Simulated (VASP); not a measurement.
Runs of VASP 6.6.1 on Y. The structure is that of space group P6/mmm (No. 191), or close to it. The cells are those of the table. 

```csv
cell,gap on the mesh (eV),pressure (GPa)
"a = 5.326, b = 5.326, c = 3.316 Å, angles 90.0, 90.0, 120.0°, 3 atoms",none,4.0
"a = 5.248, b = 5.248, c = 3.267 Å, angles 90.0, 90.0, 120.0°, 3 atoms",none,(b)
"a = 5.476, b = 5.476, c = 3.409 Å, angles 90.0, 90.0, 120.0°, 3 atoms",none,-0.1
"a = 5.402, b = 5.402, c = 3.363 Å, angles 90.0, 90.0, 120.0°, 3 atoms",none,(a)
"a = 5.618, b = 5.618, c = 3.498 Å, angles 90.0, 90.0, 120.0°, 3 atoms",none,-3.1
```

Alike in all rows: task single point; level LDA; potentials or basis VASP PAW LDA potentials, release 64 (Y_sv); no spin polarisation; k mesh 8 × 8 × 10; cutoff (eV) 520; smearing fermi-dirac 0.1 eV.

**Question.** Estimate the missing entries.

**Answer.** (a) 1.8; (b) 6.7.

A k mesh can miss the band edges, and the runs leave out spin-orbit coupling on Y.

A gap of «none» marks levels without a gap at the run's occupations.
